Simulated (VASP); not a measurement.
Wanted: the native input for a VASP 6.6.1 run.

- Task: single point
- Functional: PBEsol
- Potentials or basis: VASP PAW PBE potentials, release 64 (Ru_pv)
- Cutoff: 520 eV
- k mesh: 1 × 1 × 13
- Occupations: gaussian, width 0.05 eV
- Spin: no spin polarisation
- Dipole correction: no
- Further INCAR settings: LREAL = Auto; ALGO = Fast; EDIFF = 1e-06; NBANDS = 141

The structure of Ru lies in POSCAR:

```
Ru
1.0
   17.1000000000      0.0000000000      0.0000000000
    0.0000000000     16.3000000000      0.0000000000
    0.0000000000      0.0000000000      4.1589736521
Ru
18
Direct
    0.3491772660      0.3338088360      0.2500000000
    0.2749984184      0.4860319727      0.2500000000
    0.5000000000      0.3295927096      0.2500000000
    0.4236774197      0.4703347511      0.2500000000
    0.3483088338      0.6058652708      0.2500000000
    0.6508227340      0.3338088360      0.2500000000
    0.5763225803      0.4703347511      0.2500000000
    0.5000000000      0.6211576715      0.2500000000
    0.7250015816      0.4860319727      0.2500000000
    0.6516911662      0.6058652708      0.2500000000
    0.4092485384      0.2998625083      0.7500000000
    0.3345473618      0.4378515789      0.7500000000
    0.5907514616      0.2998625083      0.7500000000
    0.5000000000      0.4243279891      0.7500000000
    0.4208816954      0.5674716636      0.7500000000
    0.6654526382      0.4378515789      0.7500000000
    0.5791183046      0.5674716636      0.7500000000
    0.5000000000      0.6985184205      0.7500000000
```

The input as run:

INCAR

```
SYSTEM = Ru
PREC     = Accurate       ! precision mode
ENCUT    = 520            ! plane-wave cutoff, eV
EDIFF    = 1E-6           ! SCF threshold, eV
ISMEAR   = 0              ! smearing method
SIGMA    = 0.05           ! smearing width, eV
LREAL    = Auto         
LASPH    = .True.         ! aspherical terms in the spheres
NELM     = 60             ! most SCF steps
ALGO     = Fast           ! electronic algorithm
ISIF     = 2              ! what is computed and relaxed
LWAVE    = .False.        ! write WAVECAR
LCHARG   = .False.        ! write CHGCAR
GGA      = PS             ! functional
NBANDS   = 141            ! bands
```

KPOINTS

```
Automatic mesh
0
Gamma
  1 1 13
  0 0 0
```

Potentials or basis: VASP PAW PBE potentials, release 64 (Ru_pv).

Launch:

```sh
$ cat potpaw_PBE.64/Ru_pv/POTCAR > POTCAR
$ mpirun -np 1 vasp_std > vasp.out
```

Results of the run:

The largest force is 0.076 eV/Å and the band gap on the k mesh is zero (bands 126 and 127 overlap by 0.21 eV).

Caveat: the PAW data sets were made with another functional, which shifts forces and pressure a little.

Wall time 93 min on 1 thread of Oxide Virtual Turin-like Processor, on a shared host, peak memory 1.4 GiB.
